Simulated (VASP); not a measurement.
Lu: relaxation of cell and atoms with PBEsol

Crystal: Lu.

```
Lu
1.0
     0.00000    2.45000    2.45000
     2.45000    0.00000    2.45000
     2.45000    2.45000    0.00000
Lu
1
Direct
  0.00000 0.00000 0.00000
```

This isn't the form of Lu at room conditions, which is hcp.

```
Program                : VASP 6.6.1
Task                   : relaxation of cell and atoms
Functional             : PBEsol
Potentials or basis    : VASP PAW PBE potentials, release 64 (Lu)
Cutoff                 : 600 eV
k mesh                 : 9 × 9 × 9
Occupations            : fermi-dirac, width 0.1 eV
Spin                   : no spin polarisation
Dipole correction      : no
Further INCAR settings : ALGO = Normal; EDIFF = 1e-07; IBRION = 2; EDIFFG = -0.03; NSW = 80; ISIF = 3
```

```json
{
 "Relaxed volume": "27.45 Å³/atom",
 "Relaxed cell": "a = 3.386 Å, b = 3.386 Å, c = 3.386 Å, α = 60.00°, β = 60.00°, γ = 60.00°",
 "Space group after relaxing (to 0.1 Å)": "Fm-3m (No. 225)",
 "Energy gained by relaxing": "18.4 meV/atom",
 "Ionic steps": "3",
 "Pressure after relaxing": "0.0 GPa",
 "Band gap on the k mesh": "zero (an odd number of electrons rules out a gap without spin polarisation)"
}
```

The path:
```tsv
step	energy change (eV)	largest force (eV/Å)	pressure (GPa)	volume (Å³)
1	0.0000	0.0000	-2.84	29.41
2	-0.0182	0.0000	0.37	27.25
3	-0.0184	0.0000	-0.02	27.45
```

Final structure:
```yaml
crystal:
  lattice:
    - [0.00000, 2.39439, 2.39439]
    - [2.39439, 0.00000, 2.39439]
    - [2.39439, 2.39439, 0.00000]
  atoms:
    - { symbol: Lu, position: [0.00000, 0.00000, 0.00000] }
```

Levels at points of the mesh, in eV from the Fermi level:
| k point | band 8 | band 9 | band 10 | band 11 | band 12 | band 13 | band 14 | band 15 | band 16 |
| --- | --- | --- | --- | --- | --- | --- | --- | --- | --- |
| (0.00, 0.00, 0.00) | -4.89 | -4.89 | -4.79 | -4.79 | -4.79 | 2.25 | 2.25 | 2.25 | 4.80 |

Wall time 86 s on 1 thread of Intel(R) Xeon(R) Platinum 8375C CPU @ 2.90GHz (Ice Lake), with other jobs on the host, peak memory 0.18 GiB.

Caveat: the PAW data sets were made with another functional, which shifts forces and pressure a little; spin-orbit coupling is left out, which moves the levels of the heavy elements.
